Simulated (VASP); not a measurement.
# HPbNO4 (P2_1) in VASP: further runs

Aim: see how the results for HPbNO4 move with the level of theory and the settings. Levels: PBE+D3(BJ), RPBE, PBE. Tasks: single point.

Program: VASP 6.6.1. These are calculated values, not measurements. Logs are shortened: lines on timing, memory, paths and dates and some standing lists are left out, and cuts for length are marked.

## Step 1: The cell of the first run

It takes space group P2_1 (No. 4, monoclinic). The conventional cell has a = 6.397 Å, b = 4.045 Å, c = 8.214 Å, α = 90.00°, β = 112.22°, γ = 90.00°. Within 1.3 Å of H (site symmetry 1) lie 1 O at 0.99 Å. Pb (site symmetry 1) has 9 O at 2.41 to 3.45 Å and 3 H at 2.84 to 2.98 Å and 1 N at 3.29 Å within 3.5 Å. N (site symmetry 1) has 3 O at 1.25 to 1.28 Å within 1.7 Å. O (site symmetry 1) has 1 H at 0.99 Å within 1.3 Å. Within 1.7 Å of O (site symmetry 1) lie 1 N at 1.25 Å. Within 1.7 Å of O (site symmetry 1) lie 1 N at 1.26 Å. Within 1.7 Å of O (site symmetry 1) lie 1 N at 1.28 Å.

## Step 2: Single point, PBE+D3(BJ)

The input, INCAR:

```
  PREC = Accurate
  ENCUT = 520
  EDIFF = 1E-6
  ISMEAR = -1
  SIGMA = 0.05
  LREAL = F
  LASPH = T
  NELM = 100
  ALGO = Normal
  ISIF = 2
  LWAVE = F
  LCHARG = F
  GGA = PE
  IVDW = 12
  NBANDS = 57
```

The input, KPOINTS:

```
regular mesh
0
Gamma
  4 5 3
```

The input, POSCAR:

```
HPbNO4
1.0
    6.3974817808      0.0000000000      0.0147546285
    0.0000000000      4.0446280966      0.0000000000
   -3.1233027680      0.0000000000      7.5972931824
H Pb N O
2 2 2 8
Direct
    0.2986293402      0.0796164139      0.5162874375
    0.7013706598      0.5796164139      0.4837125625
    0.9828696199      0.5814770957      0.2864610150
    0.0171303801      0.0814770957      0.7135389850
    0.5872455703      0.3812891132      0.7940771389
    0.4127544297      0.8812891132      0.2059228611
    0.1324067733      0.0710019275      0.4590654393
    0.4087385505      0.4819237257      0.8070441602
    0.7767375286      0.4920303463      0.8918570984
    0.5784878582      0.1621363778      0.6787213473
    0.8675932267      0.5710019275      0.5409345607
    0.5912614495      0.9819237257      0.1929558398
    0.2232624714      0.9920303463      0.1081429016
    0.4215121418      0.6621363778      0.3212786527
```

Potentials or basis: VASP PAW PBE potentials, release 64 (H, Pb_d, N, O).

Run with:

```bash
cat potpaw_PBE.64/H/POTCAR potpaw_PBE.64/Pb_d/POTCAR potpaw_PBE.64/N/POTCAR potpaw_PBE.64/O/POTCAR > POTCAR
mpirun -np 1 vasp_std > vasp.out
```

OUTCAR:

```text
PREC = Accurate
   ENCUT = 520
   EDIFF = 1E-6
   ISMEAR = -1
   LREAL = F
   LASPH = T
   NELM = 100
   ISIF = 2
   GGA = PE
   IVDW = 12
 IVDW          = 12

 ion  position               nearest neighbor table
   1  0.299  0.080  0.516-   7 0.99
   2  0.701  0.580  0.484-  11 0.99
   3  0.983  0.581  0.286-   7 2.41  11 2.47   7 2.48  14 2.73  12 2.83  13 3.00   9 3.02   4 3.98
                             4 3.98
   4  0.017  0.081  0.714-  11 2.41   7 2.47  11 2.48  10 2.73   8 2.83   9 3.00  13 3.02   3 3.98
                             3 3.98
   5  0.587  0.381  0.794-   8 1.25   9 1.26  10 1.28
   6  0.413  0.881  0.206-  12 1.25  13 1.26  14 1.28
   7  0.132  0.071  0.459-   1 0.99   3 2.41   4 2.47   3 2.48
   8  0.409  0.482  0.807-   5 1.25   4 2.83
   9  0.777  0.492  0.892-   5 1.26   4 3.00   3 3.02
  10  0.578  0.162  0.679-   5 1.28   4 2.73
  11  0.868  0.571  0.541-   2 0.99   4 2.41   3 2.47   4 2.48
  12  0.591  0.982  0.193-   6 1.25   3 2.83
  13  0.223  0.992  0.108-   6 1.26   3 3.00   4 3.02
  14  0.422  0.662  0.321-   6 1.28   3 2.73

  LATTYP: Found a simple monoclinic cell.
 ALAT       =     6.3974987952
 B/A-ratio  =     0.6322202201
 C/A-ratio  =     1.2839781757
 COS(beta)  =    -0.3780957694

  Lattice vectors:

 A1 = (   6.3974817808,   0.0000000000,   0.0147546285)
 A2 = (   0.0000000000,   4.0446280966,   0.0000000000)
 A3 = (  -3.1233027680,   0.0000000000,   7.5972931824)

Analysis of symmetry for initial positions (statically):
=====================================================================
 Subroutine PRICEL returns:
 Original cell was already a primitive cell.

 Routine SETGRP: Setting up the symmetry group for a
 simple monoclinic supercell.

 Subroutine GETGRP returns: Found  2 space group operations
 (whereof  1 operations were pure point group operations)
 out of a pool of  4 trial point group operations.

The static configuration has the point symmetry C_1 .
 The point group associated with its full space group is C_2 .

Analysis of symmetry for dynamics (positions and initial velocities):
=====================================================================
 Subroutine PRICEL returns:
 Original cell was already a primitive cell.

 Routine SETGRP: Setting up the symmetry group for a
 simple monoclinic supercell.

 Subroutine GETGRP returns: Found  2 space group operations
 (whereof  1 operations were pure point group operations)
 out of a pool of  4 trial point group operations.

The dynamic configuration has the point symmetry C_1 .
 The point group associated with its full space group is C_2 .

 Subroutine INISYM returns: Found  2 space group operations
 (whereof  1 operations are pure point group operations),
 and found     1 'primitive' translations

----------------------------------------------------------------------------------------

                                     Primitive cell

  volume of cell :     196.7697

  direct lattice vectors                    reciprocal lattice vectors
     6.397481781  0.000000000  0.014754629     0.156163439  0.000000000  0.064199931
     0.000000000  4.044628097  0.000000000     0.000000000  0.247241520  0.000000000
    -3.123302768  0.000000000  7.597293182    -0.000303283  0.000000000  0.131501145

  length of vectors
     6.397498795  4.044628097  8.214248832     0.168845050  0.247241520  0.131501495

  position of ions in fractional coordinates (direct lattice)
     0.298629340  0.079616414  0.516287437
     0.701370660  0.579616414  0.483712563
     0.982869620  0.581477096  0.286461015
     0.017130380  0.081477096  0.713538985
     0.587245570  0.381289113  0.794077139
     0.412754430  0.881289113  0.205922861
     0.132406773  0.071001927  0.459065439
     0.408738550  0.481923726  0.807044160
     0.776737529  0.492030346  0.891857098
     0.578487858  0.162136378  0.678721347
     0.867593227  0.571001927  0.540934561
     0.591261450  0.981923726  0.192955840
     0.223262471  0.992030346  0.108142902
     0.421512142  0.662136378  0.321278653

  ion indices of the primitive-cell ions
   primitive index   ion index
                 1           1
                 2           2
                 3           3
                 4           4
                 5           5
                 6           6
                 7           7
                 8           8
                 9           9
                10          10
                11          11
                12          12
                13          13
                14          14

----------------------------------------------------------------------------------------

 KPOINTS: regular mesh

Automatic generation of k-mesh.
 Grid dimensions read from file:
 generate k-points for:    4    5    3

 Generating k-lattice:

  Cartesian coordinates                     Fractional coordinates (reciprocal lattice)
     0.039040860  0.000000000  0.016049983     0.250000000  0.000000000  0.000000000
     0.000000000  0.049448304  0.000000000     0.000000000  0.200000000  0.000000000
    -0.000101094  0.000000000  0.043833715    -0.000000000  0.000000000  0.333333333

  Length of vectors
     0.042211262  0.049448304  0.043833832

  Shift w.r.t. Gamma in fractional coordinates (k-lattice)
     0.000000000  0.000000000  0.000000000

 Subroutine IBZKPT returns following result:
 ===========================================

 Found     21 irreducible k-points:

 Following reciprocal coordinates:
            Coordinates               Weight
  0.000000  0.000000  0.000000      1.000000
  0.250000  0.000000 -0.000000      2.000000
  0.500000  0.000000 -0.000000      1.000000
  0.000000  0.200000  0.000000      2.000000
  0.250000  0.200000 -0.000000      4.000000
  0.500000  0.200000 -0.000000      2.000000
[... 13 lines left out ...]
  0.500000  0.400000  0.333333      4.000000
 -0.250000  0.400000  0.333333      4.000000
   k-points           NKPTS =     21   k-points in BZ     NKDIM =     21   number of bands    NBANDS=     57
   number of dos      NEDOS =    301   number of ions     NIONS =     14
   total plane-waves  NPLWV =  92160
   dimension x,y,z NGX =    48 NGY =   30 NGZ =   64
   dimension x,y,z NGXF=    96 NGYF=   60 NGZF=  128
   ions per type =               2   2   2   8
   NGX,Y,Z   is equivalent  to a cutoff of  12.47, 12.33, 12.95 a.u.
   NGXF,Y,Z  is equivalent  to a cutoff of  24.95, 24.66, 25.91 a.u.
 SYSTEM =  unknown system
   PREC   = accura    normal or accurate (medium, high low for compatibility)
   ISTART =      0    job   : 0-new  1-cont  2-samecut
   ICHARG =      2    charge: 1-file 2-atom 10-const
   ISPIN  =      1    spin polarized calculation?
   LNONCOLLINEAR =      F non collinear calculations
   LSORBIT =      F    spin-orbit coupling
   LASPH  =      T    aspherical Exc in radial PAW
   ENCUT  =  520.0 eV  38.22 Ry    6.18 a.u.  11.90  7.52 15.27*2*pi/ulx,y,z
   NELM   =    100;   NELMIN=  2; NELMDL= -5     # of ELM steps
   EDIFF  = 0.1E-05   stopping-criterion for ELM
   LREAL  =      F    real-space projection
   EDIFFG = 0.1E-04   stopping-criterion for IOM
   NSW    =      0    number of steps for IOM
   IBRION =     -1    ionic relax: 0-MD 1-quasi-New 2-CG
   NFREE  =      0    steps in history (QN), initial steepest desc. (CG)
   ISIF   =      2    stress and relaxation
   ISYM   =      2    0-nonsym 1-usesym 2-fastsym
   POTIM  = 0.5000    time-step for ionic-motion
   TEBEG  =    0.0;   TEEND  =   0.0 temperature during run
   PSTRESS=    0.0 pullay stress
   NELECT =      88.0000    total number of electrons
   NUPDOWN=      -1.0000    fix difference up-down
   EMIN   =  10.00;   EMAX   =-10.00  energy-range for DOS
   EFERMI =   0.00;   METHOD = LEGACY
   ISMEAR =    -1;   SIGMA  =   0.05  broadening in eV -4-tet -1-fermi 0-gaus
   EFERMI_NEDOS =   21; number of points for ismear=-14 and -15
   IALGO  =     38    algorithm
   IMIX   =      4    mixing-type and parameters
     AMIX     =   0.40;   BMIX     =  1.00
     AMIX_MAG =   1.60;   BMIX_MAG =  1.00
  volume/ion in A,a.u.               =      14.05        94.85
  Fermi-wavevector in a.u.,A,eV,Ry     =   1.251939  2.365821 21.325094  1.567350
  Thomas-Fermi vector in A             =   2.385862
   LORBIT       =      0    0 simple, 1 ext, 2 COOP (PROOUT), +10 PAW based schemes
   GGA     = PE    functional components
   LHFCALC =     F    Hartree Fock is set to
   AEXX    =    0.0000 exact exchange contribution
   IVDW    =    12    specifies the selected vdW correction
   LEPSILON=     F    determine dielectric tensor
   LRPA    =     F    only Hartree local field effects (RPA)
 non-spin polarized calculation
  energy-cutoff  :      520.00
  volume of cell :      196.77
 maximum number of plane-waves:      5322
   NGX = 23   NGY = 15   NGZ = 31

 number of electron      88.0000017 magnetization

 Free energy of the ion-electron system (eV)
  ---------------------------------------------------
  ext. energy  EPLUGINS =         0.00000000
  ---------------------------------------------------
  free energy    TOTEN  =       -81.23040094 eV

  energy without entropy =      -81.23040094  energy(sigma->0) =      -81.23040094

 E-fermi :   1.9761     XC(G=0):  -8.8046

 val. band max:        0.8609373280   @ k =   0.5000   0.0000  -0.0000
 cond. band min:       4.0705851367   @ k =   0.5000   0.4000   0.3333
 fundamental gap:      3.2096478087
 Fermi energy:         1.9760564039

 k-point     1 :       0.0000    0.0000    0.0000
  band No.  band energies     occupation
      1     -24.7412      2.00000
      2     -24.7248      2.00000
      3     -19.3685      2.00000
      4     -19.3588      2.00000
      5     -19.0922      2.00000
      6     -19.0455      2.00000
[... 1228 lines left out ...]
     55      10.1128      0.00000
     56      10.4282      0.00000
 [bands above 56 left out]

------------------------ aborting loop because EDIFF is reached ----------------------------------------

 Edisp (eV)   -1.53451

 E8    (eV) :    -0.5420

  FORCE on cell =-STRESS in cart. coord.  units (eV):
  Direction    XX          YY          ZZ          XY          YZ          ZX
  --------------------------------------------------------------------------------------
  -------------------------------------------------------------------------------------
  Total       1.32384     0.24407     0.38440     0.00000     0.00000     0.27990
  in kB      10.77924     1.98728     3.12995     0.00000     0.00000     2.27904
  external pressure =        5.30 kB  Pullay stress =        0.00 kB

 VOLUME and BASIS-vectors are now :
 -----------------------------------------------------------------------------
  energy-cutoff  :      520.00
  volume of cell :      196.77
      direct lattice vectors                 reciprocal lattice vectors
     6.397481781  0.000000000  0.014754629     0.156163439  0.000000000  0.064199931
     0.000000000  4.044628097  0.000000000     0.000000000  0.247241520  0.000000000
    -3.123302768  0.000000000  7.597293182    -0.000303283  0.000000000  0.131501145

 POSITION                                       TOTAL-FORCE (eV/Angst)
 -----------------------------------------------------------------------------------
      0.29795      0.32202      3.92679         0.093675      0.002890      0.046067
      2.97623      2.34433      3.68525        -0.093675      0.002890     -0.046067
      5.39319      2.35186      2.19083        -0.007324     -0.008527     -0.030694
     -2.11901      0.32954      5.42122         0.007324     -0.008527      0.030694
      1.27675      1.54217      6.04150         0.012988     -0.039905     -0.035279
      1.99743      3.56449      1.57055        -0.012988     -0.039905      0.035279
     -0.58673      0.28718      3.48961        -0.062977     -0.001045     -0.036596
      0.09425      1.94920      6.13738        -0.385034      0.129807      0.026865
      2.18362      1.99008      6.78716         0.289539      0.141966      0.237089
      1.58101      0.65578      5.16498         0.065537     -0.225187     -0.228809
      3.86091      2.30949      4.12244         0.062977     -0.001045      0.036596
      3.17992      3.97152      1.47467         0.385034      0.129807     -0.026865
      1.09055      4.01239      0.82489        -0.289539      0.141966     -0.237089
      1.69317      2.67810      2.44707        -0.065537     -0.225187      0.228809
 -----------------------------------------------------------------------------------
    total drift:                                0.000001     -0.000077     -0.000003

  FREE ENERGIE OF THE ION-ELECTRON SYSTEM (eV)
  ---------------------------------------------------
  free  energy   TOTEN  =       -82.7649132836 eV

  energy  without entropy=      -82.7649132835  energy(sigma->0) =      -82.76491328
```

Wall time 10 min (1 thread of Intel Xeon Platinum 8259CL at 2.50GHz (Skylake/Cascade Lake), shared host); peak memory 0.4 GiB.

Results:

| Property | Result |
| --- | --- |
| Free energy | -82.7649 eV |
| Pressure | 0.5 GPa |
| Largest force | 0.407 eV/Å |
| Band gap on the k mesh | 3.21 eV (least direct gap 3.29 eV) |
| Dispersion energy per atom | -0.110 eV |

Forces in eV/Å, atoms in the order of the input:
```
H    0.094  0.003  0.046
H   -0.094  0.003 -0.046
Pb  -0.007 -0.009 -0.031
Pb   0.007 -0.009  0.031
N    0.013 -0.040 -0.035
N   -0.013 -0.040  0.035
O   -0.063 -0.001 -0.037
O   -0.385  0.130  0.027
O    0.290  0.142  0.237
O    0.066 -0.225 -0.229
O    0.063 -0.001  0.037
O    0.385  0.130 -0.027
O   -0.290  0.142 -0.237
O   -0.066 -0.225  0.229
```

Stress tensor (GPa, compression positive):
```
1.08 0.00 0.23
0.00 0.20 0.00
0.23 0.00 0.31
```

Caveat: the standard files for N, O and F lose accuracy on very short bonds; three body term missing; spin-orbit coupling is left out, which moves the levels of the heavy elements. A k mesh can miss the band edges.

## Step 3: Single point, PBE+D3(BJ)

This run uses another cell than the first one, of 14.59 Å³/atom.

The input, INCAR:

```
PREC = Accurate ; ENCUT = 520
EDIFF = 1E-7 ; ISMEAR = -1
SIGMA = 0.05 ; LREAL = F
LASPH = T ; NELM = 100
ALGO = Normal ; ISIF = 2
LWAVE = F ; LCHARG = T
GGA = PE ; IVDW = 12
LELF = T ; LVHAR = T
NBANDS = 57
```

KPOINTS is that of step 2.

The input, POSCAR:

```
HPbNO4
1.0
    6.4345300000      0.0000000000      0.0087200000
    0.0000000000      4.1108900000      0.0000000000
   -3.1488400000      0.0000000000      7.7202600000
H Pb N O
2 2 2 8
Direct
    0.2935600000      0.0966200000      0.5119500000
    0.7064400000      0.5966200000      0.4880500000
    0.9850400000      0.6050500000      0.2926400000
    0.0149600000      0.1050400000      0.7073600000
    0.5923000000      0.3658700000      0.7929000000
    0.4077000000      0.8658700000      0.2071000000
    0.1282400000      0.0919800000      0.4567200000
    0.4141900000      0.4619000000      0.8056400000
    0.7804200000      0.4654400000      0.8940100000
    0.5839600000      0.1626200000      0.6732500000
    0.8717600000      0.5919800000      0.5432800000
    0.5858100000      0.9619000000      0.1943600000
    0.2195800000      0.9654400000      0.1059900000
    0.4160400000      0.6626200000      0.3267500000
```

Potentials or basis: VASP PAW PBE potentials, release 64 (H, Pb_d, N, O).

Run with:

```bash
cat potpaw_PBE.64/H/POTCAR potpaw_PBE.64/Pb_d/POTCAR potpaw_PBE.64/N/POTCAR potpaw_PBE.64/O/POTCAR > POTCAR
mpirun -np 1 vasp_std > vasp.out
```

Wall time 9.4 min (1 thread of Intel Xeon Platinum 8259CL at 2.50GHz (Skylake/Cascade Lake), shared host); peak memory 0.47 GiB.

Results (log left out):

```
Free energy                : -82.7212 eV
Pressure                   : 0.5 GPa
Largest force              : 0.403 eV/Å
Band gap on the k mesh     : 3.27 eV (least direct gap 3.36 eV)
Dispersion energy per atom : -0.104 eV
```

Forces on the atoms (eV/Å):
```
H    0.106  0.002  0.044
H   -0.106  0.002 -0.044
Pb  -0.043 -0.070 -0.258
Pb   0.043 -0.070  0.258
N   -0.006 -0.028 -0.045
N    0.006 -0.028  0.045
O    0.040 -0.019 -0.012
O   -0.334  0.173  0.044
O    0.269  0.153  0.259
O   -0.051 -0.211 -0.268
O   -0.040 -0.019  0.012
O    0.334  0.173 -0.044
O   -0.269  0.153 -0.259
O    0.051 -0.211  0.268
```

Stress tensor (GPa, compression positive):
```
1.11 0.00 0.01
0.00 0.14 0.00
0.01 0.00 0.18
```

Levels at points of the mesh, in eV from the valence-band top:
| k point | band 41 | band 42 | band 43 | band 44 | band 45 | band 46 | band 47 | band 48 |
| --- | --- | --- | --- | --- | --- | --- | --- | --- |
| (0.00, 0.00, 0.00) | -1.29 | -0.29 | -0.21 | -0.16 | 3.36 | 3.53 | 4.55 | 4.74 |
| (0.50, 0.00, 0.00) | -1.14 | -0.59 | -0.30 | 0.00 | 3.61 | 3.61 | 3.92 | 4.44 |

Caveat: the standard files for N, O and F lose accuracy on very short bonds; three body term missing; spin-orbit coupling is left out, which moves the levels of the heavy elements. A k mesh can miss the band edges.

(Part 1 of 2 ends here.)
